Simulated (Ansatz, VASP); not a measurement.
**As in VASP and in Ansatz**

```
CELL_PARAMETERS angstrom
3.57162 0.00000 0.00000
-1.78581 3.09312 0.00000
0.00000 0.00000 20.29512
ATOMIC_POSITIONS crystal
As 0.33333 0.66667 0.22173
As 0.66667 0.33333 0.29059
As 0.83333 0.66667 0.45171
As 0.50000 0.00000 0.52057
```

Alike in both runs: task single point; functional PBE; dispersion D3(BJ); k mesh 9 × 9 × 1; occupations gaussian, width 0.05 eV; no spin polarisation.

```csv
,VASP,Ansatz
version,VASP 6.6.1,Ansatz 0.2.0
potentials or method,"VASP PAW PBE potentials, release 64 (As), cutoff 520 eV","scalar-relativistic, plane waves, PAW"
valence electrons in the cell,20,60
```

|  | VASP | Ansatz | Ansatz less VASP |
| --- | --- | --- | --- |
| gap on the k mesh at the Fermi level (eV) | 0.87 | 0.89 | +0.024 |
| least direct gap on the mesh (eV) | 1.48 | 1.50 | +0.023 |
| rms of the force components (eV/Å) | 0.059 | 0.054 | -0.0053 |

Atom by atom the forces differ by 0.053 eV/Å (rms over components). VASP's potentials hold 20 valence electrons a cell and Ansatz's 60, so a difference there can come from the potentials and not from the codes.
